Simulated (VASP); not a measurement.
## CsSnBr3: single point with HSE06

CsSnBr3:

```xyz
5
Lattice="5.8411 0.0000 0.0000 0.0000 5.8411 0.0000 0.0000 0.0000 5.8411" Properties=species:S:1:pos:R:3 pbc="T T T"
Cs    0.0000    0.0000    0.0000
Sn    2.9205    2.9205    2.9205
Br    2.9205    0.0000    2.9205
Br    2.9205    2.9205    0.0000
Br    0.0000    2.9205    2.9205
```

```yaml
Program: VASP 6.6.1
Task: single point
Functional: HSE06
Potentials_or_basis: VASP PAW PBE potentials, release 64 (Cs_sv, Sn_d, Br)
Cutoff: 400 eV
k_mesh: 2 × 2 × 2
Occupations: gaussian, width 0.01 eV
Spin: no spin polarisation
```

| Property | Result |
| --- | --- |
| Pressure | 1.7 GPa |
| Band gap on the k mesh | 1.08 eV |

Levels at points of the mesh, in eV from the valence-band top:
| k point | band 20 | band 21 | band 22 | band 23 | band 24 | band 25 |
| --- | --- | --- | --- | --- | --- | --- |
| (0.00, 0.00, 0.00) | -3.25 | -3.25 | -3.25 | 2.96 | 4.02 | 4.02 |
| (0.50, 0.00, 0.00) | -3.38 | -3.38 | -2.20 | 2.11 | 4.45 | 5.05 |
| (0.50, 0.50, 0.00) | -3.68 | -2.88 | -1.07 | 1.63 | 1.63 | 4.71 |
| (0.50, 0.50, 0.50) | -2.86 | -2.86 | 0.00 | 1.08 | 1.08 | 1.08 |

Run time: 4.2 min on 1 thread of Intel(R) Xeon(R) Platinum 8488C (Sapphire Rapids) (shared host), peak memory 0.36 GiB.

Caveat: the k points lie up to 0.54 Å⁻¹ apart; the PAW data sets were made with another functional, which shifts forces and pressure a little; spin-orbit coupling is left out, which moves the levels of the heavy elements. A k mesh can miss the band edges.
